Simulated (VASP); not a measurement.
H15C2NO6, 24 atoms in the cell. The cell holds an amorphous packing of atoms, 24 atoms: a = 6.647 Å, b = 6.647 Å, c = 6.647 Å, α = 90.00°, β = 90.00°, γ = 90.00°. 

* Program: VASP 6.6.1
* Task: single point
* Functional: PBE
* Dispersion: D3(BJ)
* Potentials or basis: VASP PAW PBE potentials, release 64 (O, H, C, N)
* Cutoff: 520 eV
* k mesh: 1 × 1 × 1
* Occupations: fermi-dirac, width 0.05 eV
* Spin: no spin polarisation
* Dipole correction: no
* Further INCAR settings: LREAL = Auto; ALGO = Normal; EDIFF = 1e-06; NBANDS = 50

Potentials or basis: VASP PAW PBE potentials, release 64 (O, H, C, N).

Launch:

```sh
$ cat potpaw_PBE.64/O/POTCAR potpaw_PBE.64/H/POTCAR potpaw_PBE.64/C/POTCAR potpaw_PBE.64/N/POTCAR > POTCAR
$ mpirun -np 1 vasp_gam > vasp.out
```

Hardware: 1 thread of Intel(R) Xeon(R) Platinum 8259CL CPU @ 2.50GHz (Skylake/Cascade Lake), on a shared host.

Task: How long does it take, and how much memory?

Result: It took 38 s on 1 thread of Intel(R) Xeon(R) Platinum 8259CL CPU @ 2.50GHz (Skylake/Cascade Lake), on a shared host, peak memory 0.33 GiB. Counts: scf iterations 16, k points 1.
